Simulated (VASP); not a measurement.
**TaMnB3: single point with PBE**

Crystal: TaMnB3.

```xyz
5
Lattice="3.8837 0.0000 0.0000 -1.9419 3.3634 0.0000 0.0000 0.0000 4.6952" Properties=species:S:1:pos:R:3 pbc="T T T"
Ta    0.0000    0.0000    0.0000
Mn    0.0000    0.0000    2.3476
B     1.9419    0.0000    2.3476
B    -0.9709    1.6817    2.3476
B     0.9709    1.6817    2.3476
```

- Program: VASP 6.6.1
- Task: single point
- Functional: PBE
- Potentials or basis: VASP PAW PBE potentials, release 64 (Ta_pv, Mn_pv, B)
- Cutoff: 520 eV
- k mesh: 6 × 6 × 4
- Occupations: gaussian, width 0.1 eV
- Spin: collinear spin, ferromagnetic start
- Starting moments: [0.0, 4.0, 0.0, 0.0, 0.0] μB
- Dipole correction: no
- Further INCAR settings: ALGO = Normal; EDIFF = 1e-06; NBANDS = 28

The pressure is 0.0 GPa. The net moment is 0.07 μB per cell and the site moments are Ta +0.04; Mn +0.01; B -0.00 μB. The valence electrons inside the program's atomic spheres are Ta 8.63; Mn 12.85; B 1.82.

Stress tensor (GPa, compression positive):
```
0.00 0.00 0.00
0.00 0.00 0.00
0.00 0.00 0.12
```

Levels at points of the mesh, in eV from the Fermi level:
Spin up:
```
           k point  band 13  band 14  band 15  band 16  band 17  band 18  band 19  band 20  band 21  band 22
(0.00, 0.00, 0.00)    -2.61    -2.59    -2.59    -2.48    -2.48     0.34     0.34     2.94     2.94     4.24
(0.50, 0.00, 0.00)    -3.38    -3.08    -1.14    -0.71     1.04     1.83     1.85     2.01     2.46     2.77
(0.00, 0.00, 0.50)    -3.21    -1.20    -1.20    -0.89    -0.85    -0.42    -0.42     2.14     2.14     4.00
(0.50, 0.00, 0.50)    -3.33    -1.83    -0.61    -0.52     0.47     1.09     1.13     1.70     2.04     2.05
```
Spin down:
| k point | band 15 | band 16 | band 17 | band 18 | band 19 | band 20 |
| --- | --- | --- | --- | --- | --- | --- |
| (0.00, 0.00, 0.00) | -2.57 | -2.47 | -2.47 | 0.38 | 0.38 | 2.97 |
| (0.50, 0.00, 0.00) | -1.09 | -0.70 | 1.05 | 1.88 | 1.89 | 2.02 |
| (0.00, 0.00, 0.50) | -1.19 | -0.85 | -0.84 | -0.38 | -0.38 | 2.16 |
| (0.50, 0.00, 0.50) | -0.60 | -0.50 | 0.49 | 1.10 | 1.15 | 1.75 |

Run time: 45 s on 1 thread of Intel Xeon 6975P-C, on a shared host, peak memory 0.24 GiB.

Caveat: the starting moments collapsed, and a magnetic state may lie lower; spin-orbit coupling is left out, which moves the levels of the heavy elements.
